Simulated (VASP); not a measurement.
SnO, 2 atoms in the cell. It takes space group Pm-3m (No. 221, cubic). The conventional cell has a = 3.132 Å, b = 3.132 Å, c = 3.132 Å, α = 90.00°, β = 90.00°, γ = 90.00°. Within 3.6 Å of Sn (site symmetry m-3m) lie 8 O at 2.71 Å and 6 Sn at 3.13 Å. O (site symmetry m-3m) has 8 Sn at 2.71 Å and 6 O at 3.13 Å within 3.6 Å. 

* Program: VASP 6.6.1
* Task: single point
* Functional: PBE-based screened hybrid
* Potentials or basis: VASP PAW PBE potentials, release 64 (Sn_d, O)
* Cutoff: 520 eV
* k mesh: 5 × 5 × 5
* Occupations: fermi-dirac, width 0.05 eV
* Spin: no spin polarisation
* Dipole correction: no
* Grid for exact exchange (PRECFOCK): Normal
* Share of exact exchange: 0.3
* Further INCAR settings: ALGO = Normal; EDIFF = 1e-06; NBANDS = 17
* Screening parameter: 0.2 1/Å

Potentials or basis: VASP PAW PBE potentials, release 64 (Sn_d, O).

The run is started by

```bash
$ cat potpaw_PBE.64/Sn_d/POTCAR potpaw_PBE.64/O/POTCAR > POTCAR
$ cp INCAR.step1 INCAR
$ mpirun -np 1 vasp_std > vasp.out
$ cp INCAR.step2 INCAR
$ mpirun -np 1 vasp_std > vasp.out
```

Hardware: 1 thread of AMD EPYC 7R13, on a shared host.

How long does it take, and how much memory?

Wall time 14 min on 1 thread of AMD EPYC 7R13, with other jobs on the host, peak memory 0.22 GiB. Counts: k points 10.
